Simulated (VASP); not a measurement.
# AlAs3 (P6_3) in VASP: relaxation of cell and atoms with PBE

Aim: the relaxation of cell and atoms of AlAs3 with PBE.

All numbers are computed with VASP 6.6.1; they aren't measurements. Logs are shortened: lines on timing, memory, paths and dates and some standing lists are left out, and cuts for length are marked.

## (1) The cell of the first run

Symmetry: P6_3, No. 173, hexagonal system. Conventional cell: a = 5.987 Å, b = 5.987 Å, c = 6.287 Å, α = 90.00°, β = 90.00°, γ = 120.00°. Within 2.7 Å of Al (site symmetry 3) lie 3 As at 2.04 Å. As (site symmetry 1) has 1 Al at 2.04 Å within 2.7 Å.

The cell was generated, and may not be a known phase.

## (2) Relaxation of cell and atoms, PBE

The input, INCAR:

```
SYSTEM = AlAs3
ALGO     = Normal         ! electronic algorithm
EDIFF    = 1E-7           ! SCF threshold, eV
EDIFFG   = -0.04          ! ionic threshold
ENCUT    = 510            ! plane-wave cutoff, eV
GGA      = PE             ! functional
GGA_COMPAT= .FALSE.      
IBRION   = 2              ! ionic algorithm
ISIF     = 3              ! what is computed and relaxed
ISMEAR   = 0              ! smearing method
LASPH    = .TRUE.         ! aspherical terms in the spheres
LCHARG   = .FALSE.        ! write CHGCAR
LREAL    = .FALSE.        ! projectors in reciprocal space
LWAVE    = .FALSE.        ! write WAVECAR
NELM     = 120            ! most SCF steps
NELMIN   = 4            
NSW      = 90             ! ionic steps
PREC     = Accurate       ! precision mode
SIGMA    = 0.1            ! smearing width, eV
```

The input, KPOINTS:

```
k-points
0
G
  3 3 4
  0 0 0
```

The input, POSCAR:

```
AlAs3
1.0
    5.9870887700      0.0000000000      0.0000000000
   -2.9935443800      5.1849709700      0.0000000000
    0.0000000000      0.0000000000      6.2871568600
Al As
2 6
Direct
    0.6666666700      0.3333333300      0.6384745200
    0.3333333300      0.6666666700      0.1384745200
    0.3455789100      0.3070069000      0.5025091800
    0.6544210900      0.6929931000      0.0025091800
    0.3070069000      0.9614279900      0.0025091800
    0.9614279900      0.6544210900      0.5025091800
    0.6929931000      0.0385720100      0.5025091800
    0.0385720100      0.3455789100      0.0025091800
```

Potentials or basis: VASP PAW PBE potentials, release 64 (Al, As_d).

Command:

```console
> cat potpaw_PBE.64/Al/POTCAR potpaw_PBE.64/As_d/POTCAR > POTCAR
> mpirun -np 1 vasp_std > vasp.out
```

OUTCAR:

```text
SYSTEM = AlAs3
   EDIFF = 1E-7
   EDIFFG = -0.04
   ENCUT = 510
   GGA = PE
   IBRION = 2
   ISIF = 3
   ISMEAR = 0
   LASPH = .TRUE.
   LREAL = .FALSE.
   NELM = 120
   NELMIN = 4
   NSW = 90
   PREC = Accurate

 ion  position               nearest neighbor table
   1  0.667  0.333  0.638-   7 2.04   6 2.04   3 2.04
   2  0.333  0.667  0.138-   5 2.04   8 2.04   4 2.04
   3  0.346  0.307  0.503-   1 2.04
   4  0.654  0.693  0.003-   2 2.04
   5  0.307  0.961  0.003-   2 2.04
   6  0.961  0.654  0.503-   1 2.04
   7  0.693  0.039  0.503-   1 2.04
   8  0.039  0.346  0.003-   2 2.04

  LATTYP: Found a hexagonal cell.
 ALAT       =     5.9870887700
 C/A-ratio  =     1.0501191984

  Lattice vectors:

 A1 = (   5.9870887700,   0.0000000000,   0.0000000000)
 A2 = (  -2.9935443800,   5.1849709700,   0.0000000000)
 A3 = (   0.0000000000,   0.0000000000,   6.2871568600)

Analysis of symmetry for initial positions (statically):
=====================================================================
 Subroutine PRICEL returns:
 Original cell was already a primitive cell.

 Routine SETGRP: Setting up the symmetry group for a
 hexagonal supercell.

 Subroutine GETGRP returns: Found  6 space group operations
 (whereof  3 operations were pure point group operations)
 out of a pool of 24 trial point group operations.

The static configuration has the point symmetry C_3 .
 The point group associated with its full space group is C_6 .

Analysis of symmetry for dynamics (positions and initial velocities):
=====================================================================
 Subroutine PRICEL returns:
 Original cell was already a primitive cell.

 Routine SETGRP: Setting up the symmetry group for a
 hexagonal supercell.

 Subroutine GETGRP returns: Found  6 space group operations
 (whereof  3 operations were pure point group operations)
 out of a pool of 24 trial point group operations.

The dynamic configuration has the point symmetry C_3 .
 The point group associated with its full space group is C_6 .

 Subroutine INISYM returns: Found  6 space group operations
 (whereof  3 operations are pure point group operations),
 and found     1 'primitive' translations

----------------------------------------------------------------------------------------

                                     Primitive cell

  volume of cell :     195.1715

  direct lattice vectors                    reciprocal lattice vectors
     5.987088770  0.000000000  0.000000000     0.167026085  0.096432555  0.000000000
    -2.993544380  5.184970970  0.000000000     0.000000000  0.192865111  0.000000000
     0.000000000  0.000000000  6.287156860     0.000000000  0.000000000  0.159054406

  length of vectors
     5.987088770  5.987088768  6.287156860     0.192865111  0.192865111  0.159054406

  position of ions in fractional coordinates (direct lattice)
     0.666666670  0.333333330  0.638474520
     0.333333330  0.666666670  0.138474520
     0.345578910  0.307006900  0.502509180
     0.654421090  0.692993100  0.002509180
     0.307006900  0.961427990  0.002509180
     0.961427990  0.654421090  0.502509180
     0.692993100  0.038572010  0.502509180
     0.038572010  0.345578910  0.002509180

  ion indices of the primitive-cell ions
   primitive index   ion index
                 1           1
                 2           2
                 3           3
                 4           4
                 5           5
                 6           6
                 7           7
                 8           8

----------------------------------------------------------------------------------------

 KPOINTS: k-points

Automatic generation of k-mesh.
 Grid dimensions read from file:
 generate k-points for:    3    3    4

 Generating k-lattice:

  Cartesian coordinates                     Fractional coordinates (reciprocal lattice)
     0.055675362  0.032144185  0.000000000     0.333333333 -0.000000000  0.000000000
     0.000000000  0.064288370  0.000000000     0.000000000  0.333333333  0.000000000
     0.000000000  0.000000000  0.039763602     0.000000000  0.000000000  0.250000000

  Length of vectors
     0.064288370  0.064288370  0.039763602

  Shift w.r.t. Gamma in fractional coordinates (k-lattice)
     0.000000000  0.000000000  0.000000000

 Subroutine IBZKPT returns following result:
 ===========================================

 Found      9 irreducible k-points:

 Following reciprocal coordinates:
            Coordinates               Weight
  0.000000  0.000000  0.000000      1.000000
  0.333333  0.000000  0.000000      6.000000
  0.333333  0.333333  0.000000      2.000000
  0.000000  0.000000  0.250000      2.000000
  0.333333  0.000000  0.250000     12.000000
  0.333333  0.333333  0.250000      4.000000
  0.000000  0.000000  0.500000      1.000000
  0.333333  0.000000  0.500000      6.000000
  0.333333  0.333333  0.500000      2.000000
   k-points           NKPTS =      9   k-points in BZ     NKDIM =      9   number of bands    NBANDS=     57
   number of dos      NEDOS =    301   number of ions     NIONS =      8
   total plane-waves  NPLWV = 110592
   dimension x,y,z NGX =    48 NGY =   48 NGZ =   48
   dimension x,y,z NGXF=    96 NGYF=   96 NGZF=   96
   ions per type =               2   6
   NGX,Y,Z   is equivalent  to a cutoff of  13.33, 13.33, 12.69 a.u.
   NGXF,Y,Z  is equivalent  to a cutoff of  26.66, 26.66, 25.38 a.u.
 SYSTEM =  AlAs3
   PREC   = accura    normal or accurate (medium, high low for compatibility)
   ISTART =      0    job   : 0-new  1-cont  2-samecut
   ICHARG =      2    charge: 1-file 2-atom 10-const
   ISPIN  =      1    spin polarized calculation?
   LNONCOLLINEAR =      F non collinear calculations
   LSORBIT =      F    spin-orbit coupling
   LASPH  =      T    aspherical Exc in radial PAW
   ENCUT  =  510.0 eV  37.48 Ry    6.12 a.u.  11.02 11.02 11.58*2*pi/ulx,y,z
   NELM   =    120;   NELMIN=  4; NELMDL= -5     # of ELM steps
   EDIFF  = 0.1E-06   stopping-criterion for ELM
   LREAL  =      F    real-space projection
   EDIFFG = -.4E-01   stopping-criterion for IOM
   NSW    =     90    number of steps for IOM
   IBRION =      2    ionic relax: 0-MD 1-quasi-New 2-CG
   NFREE  =      1    steps in history (QN), initial steepest desc. (CG)
   ISIF   =      3    stress and relaxation
   ISYM   =      2    0-nonsym 1-usesym 2-fastsym
   POTIM  = 0.5000    time-step for ionic-motion
   TEBEG  =    0.0;   TEEND  =   0.0 temperature during run
   PSTRESS=    0.0 pullay stress
   NELECT =      96.0000    total number of electrons
   NUPDOWN=      -1.0000    fix difference up-down
   EMIN   =  10.00;   EMAX   =-10.00  energy-range for DOS
   EFERMI =   0.00;   METHOD = LEGACY
   ISMEAR =     0;   SIGMA  =   0.10  broadening in eV -4-tet -1-fermi 0-gaus
   EFERMI_NEDOS =   21; number of points for ismear=-14 and -15
   IALGO  =     38    algorithm
   IMIX   =      4    mixing-type and parameters
     AMIX     =   0.40;   BMIX     =  1.00
     AMIX_MAG =   1.60;   BMIX_MAG =  1.00
  volume/ion in A,a.u.               =      24.40       164.64
  Fermi-wavevector in a.u.,A,eV,Ry     =   1.292289  2.442073 22.721893  1.670012
  Thomas-Fermi vector in A             =   2.424007
   LORBIT       =      0    0 simple, 1 ext, 2 COOP (PROOUT), +10 PAW based schemes
   GGA     = PE    functional components
   LHFCALC =     F    Hartree Fock is set to
   AEXX    =    0.0000 exact exchange contribution
   IVDW    =     0    specifies the selected vdW correction
   LEPSILON=     F    determine dielectric tensor
   LRPA    =     F    only Hartree local field effects (RPA)
 conjugate gradient relaxation of ions
 non-spin polarized calculation
 Gauss-broadening in eV      SIGMA  =   0.10
  energy-cutoff  :      510.00
  volume of cell :      195.17
 maximum number of plane-waves:      5112
 NGX is ok and might be reduce to    48
   NGX = 23   NGY = 23   NGZ = 23

--------------------------------------- Ionic step        1  -------------------------------------------

 number of electron      95.9999999 magnetization

 Free energy of the ion-electron system (eV)
  ---------------------------------------------------
  ext. energy  EPLUGINS =         0.00000000
  ---------------------------------------------------
  free energy    TOTEN  =       -23.02261510 eV

  energy without entropy =      -22.97898254  energy(sigma->0) =      -23.00079882

------------------------ aborting loop because EDIFF is reached ----------------------------------------

  FORCE on cell =-STRESS in cart. coord.  units (eV):
  Direction    XX          YY          ZZ          XY          YZ          ZX
  --------------------------------------------------------------------------------------
  -------------------------------------------------------------------------------------
  Total       25.8527167     25.8527167      8.8314839     -0.0000026      0.0000000      0.0000000
  in kB      212.2269078    212.2269079     72.4983195     -0.0000211      0.0000000      0.0000000
  external PRESSURE =     165.6507117 kB  Pullay stress =       0.0000000 kB
[... 107 lines left out ...]
  FREE ENERGIE OF THE ION-ELECTRON SYSTEM (eV)
  ---------------------------------------------------
  free  energy   TOTEN  =       -28.9588435374 eV

  energy  without entropy=      -28.9168208908  energy(sigma->0) =      -28.93783221

 E-fermi :   2.1258     XC(G=0):  -9.5758

 val. band max:        2.1034485534   @ k =   0.3333   0.3333   0.2500
 cond. band min:       2.1913604683   @ k =   0.3333   0.0000   0.0000
 fundamental gap:      0.0879119149
 Fermi energy:         2.1257533388

 k-point     1 :       0.0000    0.0000    0.0000
  band No.  band energies     occupation
      1     -33.5236      2.00000
      2     -33.5225      2.00000
      3     -33.5217      2.00000
      4     -33.5217      2.00000
      5     -33.5214      2.00000
      6     -33.5214      2.00000
[... 529 lines left out ...]
     56       5.1572      0.00000
     57       7.3491      0.00000

 E-fermi :   4.2537     XC(G=0): -10.6897

 val. band max:        4.2302535376   @ k =   0.3333   0.0000   0.2500
 cond. band min:       4.3357098983   @ k =   0.3333   0.0000   0.0000
 fundamental gap:      0.1054563607
 Fermi energy:         4.2537344655

 k-point     1 :       0.0000    0.0000    0.0000
  band No.  band energies     occupation
      1     -31.5258      2.00000
      2     -31.5247      2.00000
      3     -31.5142      2.00000
      4     -31.5132      2.00000
      5     -31.5132      2.00000
      6     -31.5106      2.00000
[... 529 lines left out ...]
     56       8.0501      0.00000
     57       8.5867      0.00000

[... ionic steps 4 to 23 ...]

--------------------------------------- Ionic step       24  -------------------------------------------

 number of electron      96.0000020 magnetization

------------------------ aborting loop because EDIFF is reached ----------------------------------------
[... 79 lines left out ...]
--------------------------------------- Ionic step       26  -------------------------------------------

 number of electron      96.0000021 magnetization

 Free energy of the ion-electron system (eV)
  ---------------------------------------------------
  ext. energy  EPLUGINS =         0.00000000
  ---------------------------------------------------
  free energy    TOTEN  =       -33.82104714 eV

  energy without entropy =      -33.80573756  energy(sigma->0) =      -33.81339235

 E-fermi :   3.9208     XC(G=0): -10.3673

 val. band max:        3.7505508774   @ k =   0.0000   0.0000   0.2500
 cond. band min:       3.9681018741   @ k =   0.3333   0.0000   0.2500
 fundamental gap:      0.2175509967
 Fermi energy:         3.9208289978

 k-point     1 :       0.0000    0.0000    0.0000
  band No.  band energies     occupation
      1     -32.0135      2.00000
      2     -32.0083      2.00000
      3     -31.9992      2.00000
      4     -31.9952      2.00000
      5     -31.9952      2.00000
      6     -31.9893      2.00000
[... 564 lines left out ...]
  FREE ENERGIE OF THE ION-ELECTRON SYSTEM (eV)
  ---------------------------------------------------
  free  energy   TOTEN  =       -33.8210471409 eV

  energy  without entropy=      -33.8057375588  energy(sigma->0) =      -33.81339235

 reached required accuracy - stopping structural energy minimisation
```

It took 26 min on 1 thread of Intel Xeon Platinum 8488C (Sapphire Rapids), shared host; peak memory 0.37 GiB.

Results:

| Property | Result |
| --- | --- |
| Free energy | -33.8210 eV |
| Relaxed volume | 21.21 Å³/atom |
| Relaxed cell | a = 6.213 Å, b = 6.213 Å, c = 5.076 Å, α = 90.00°, β = 90.00°, γ = 120.00° |
| Space group after relaxing (to 0.1 Å) | P6_3 (No. 173) |
| Energy gained by relaxing | 1349.8 meV/atom |
| Ionic steps | 26 |
| Pressure after relaxing | -0.1 GPa |
| Largest force after relaxing | 0.020 eV/Å |
| Band gap on the k mesh | zero (bands 48 and 49 overlap by 2.19 eV) |

Forces in eV/Å, atoms in the order of the input:
```
Al   0.000  0.000  0.017
Al   0.000  0.000  0.017
As   0.018 -0.007 -0.006
As  -0.018  0.007 -0.006
As   0.002 -0.019 -0.006
As  -0.015 -0.012 -0.006
As  -0.002  0.019 -0.006
As   0.015  0.012 -0.006
```

The path:
```tsv
step	energy change (eV)	largest force (eV/Å)	pressure (GPa)	volume (Å³)
1	0.0000	9.0407	16.57	195.17
2	-3.9681	0.2326	-11.06	274.66
3	-5.9362	1.2323	-7.31	233.86
4	-5.9423	1.3187	-7.04	232.73
5	-8.0101	1.3254	-6.14	202.94
6	-6.3116	3.3241	34.41	128.19
7	-9.1307	1.3177	-1.79	178.77
8	-9.3059	1.1271	10.97	149.11
9	-9.5720	1.1463	3.31	162.88
10	-9.5828	1.1206	4.45	160.33
11	-10.2003	0.9162	3.80	159.76
12	-10.2357	1.1844	4.29	159.37
13	-10.6043	0.3450	-2.69	175.33
14	-10.6322	0.4739	-1.49	171.68
15	-10.7278	0.2826	0.26	167.15
16	-10.7365	0.1987	1.09	165.35
17	-10.7756	0.0360	0.17	167.67
18	-10.7780	0.0902	-0.16	168.54
19	-10.7780	0.0825	-0.17	168.45
20	-10.7846	0.0849	0.10	167.95
21	-10.7866	0.0998	0.49	167.26
22	-10.7901	0.1075	0.36	167.85
23	-10.7908	0.0898	-0.02	169.14
24	-10.7918	0.1031	0.10	168.55
25	-10.7952	0.0750	0.10	168.87
26	-10.7984	0.0199	-0.14	169.72
```

Final structure:
```cif
data_structure
_symmetry_space_group_name_H-M 'P 1'
_symmetry_Int_Tables_number 1
_cell_length_a 6.2133
_cell_length_b 6.2133
_cell_length_c 5.0764
_cell_angle_alpha 90.000
_cell_angle_beta 90.000
_cell_angle_gamma 120.000
_cell_volume 169.72
loop_
_atom_site_label
_atom_site_type_symbol
_atom_site_fract_x
_atom_site_fract_y
_atom_site_fract_z
_atom_site_occupancy
Al1 Al 0.66667 0.33333 0.71549 1
Al2 Al 0.33333 0.66667 0.21549 1
As1 As 0.25477 0.26098 0.47684 1
As2 As 0.74523 0.73902 0.97684 1
As3 As 0.26098 0.00621 0.97684 1
As4 As 0.00621 0.74523 0.47684 1
As5 As 0.73902 0.99379 0.47684 1
As6 As 0.99379 0.25477 0.97684 1
```

Caveat: the k points lie up to 0.39 Å⁻¹ apart in the final cell, too coarse for converged energies and pressures of a metal; a cell axis changed by over 15 % at a fixed basis, so the end point is rough.

The gap in the log of VASP goes by the Fermi energy; the results here count the filled bands.